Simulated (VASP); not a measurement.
Pt, 1 atom in the cell. The structure is cubic, space group Fm-3m (No. 225). Conventional cell: a = 3.950 Å, b = 3.950 Å, c = 3.950 Å, α = 90.00°, β = 90.00°, γ = 90.00°. Within 3.7 Å of Pt (site symmetry m-3m) lie 12 Pt at 2.79 Å. 

- Program: VASP 6.6.1
- Task: single point
- Functional: PBE
- Potentials or basis: VASP PAW PBE potentials, release 64 (Pt)
- Cutoff: 520 eV
- k mesh: 18 × 18 × 18
- Occupations: methfessel-paxton, width 0.05 eV
- Spin: no spin polarisation
- Dipole correction: no
- Further INCAR settings: ALGO = Normal; EDIFF = 1e-06; NBANDS = 11

Potentials or basis: VASP PAW PBE potentials, release 64 (Pt).

Launch:

```bash
$ cat potpaw_PBE.64/Pt/POTCAR > POTCAR
$ mpirun -np 1 vasp_std > vasp.out
```

Hardware: 1 thread of AMD EPYC 7R13 (shared host).

**Question.** Estimate the wall time of this run.

**Answer.** It took 54 s on 1 thread of AMD EPYC 7R13, on a shared host, peak memory 0.14 GiB. Counts: scf iterations 11, k points 195.
